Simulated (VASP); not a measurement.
A run of VASP 6.6.1 is set up as follows.

Contents of INCAR:

```
SYSTEM = Te
PREC     = Accurate       ! precision mode
ENCUT    = 520            ! plane-wave cutoff, eV
EDIFF    = 1E-7           ! SCF threshold, eV
ISMEAR   = -1             ! smearing method
SIGMA    = 0.1            ! smearing width, eV
LREAL    = .False.        ! projectors in reciprocal space
LASPH    = .True.         ! aspherical terms in the spheres
NELM     = 80             ! most SCF steps
ALGO     = Normal         ! electronic algorithm
ISIF     = 2              ! what is computed and relaxed
LWAVE    = .False.        ! write WAVECAR
LCHARG   = .False.        ! write CHGCAR
GGA      = PE             ! functional
NBANDS   = 16             ! bands
```

Contents of KPOINTS:

```
regular mesh
0
Gamma
  5 5 6
  0 0 0
```

POSCAR

```
Te
1.0
    0.0000000000      4.4337053616      0.0000000000
    3.8674938116     -2.2168526808     -0.0292899379
   -0.0917793832      0.0000000000     -5.7842100536
Te
3
Direct
    0.3159781329      0.6319562659      0.3350495103
    0.6840218671      0.3680437341      0.6649504897
    0.0000000000      0.0000000000      0.0000000000
```

Potentials or basis: VASP PAW PBE potentials, release 64 (Te).

Run with:

```bash
$ cat potpaw_PBE.64/Te/POTCAR > POTCAR
$ mpirun -np 1 vasp_std > vasp.out
```

(1) Estimate the largest force.

(2) Estimate the pressure.

(3) Estimate the band gap on the k mesh.

## Answers

(1) 0.016 eV/Å.

(2) 0.0 GPa.

(3) zero (band 9 reaches 6.51 eV, above the bottom of band 10 at 5.90 eV).

Caveat: spin-orbit coupling is left out, which moves the levels of the heavy elements.
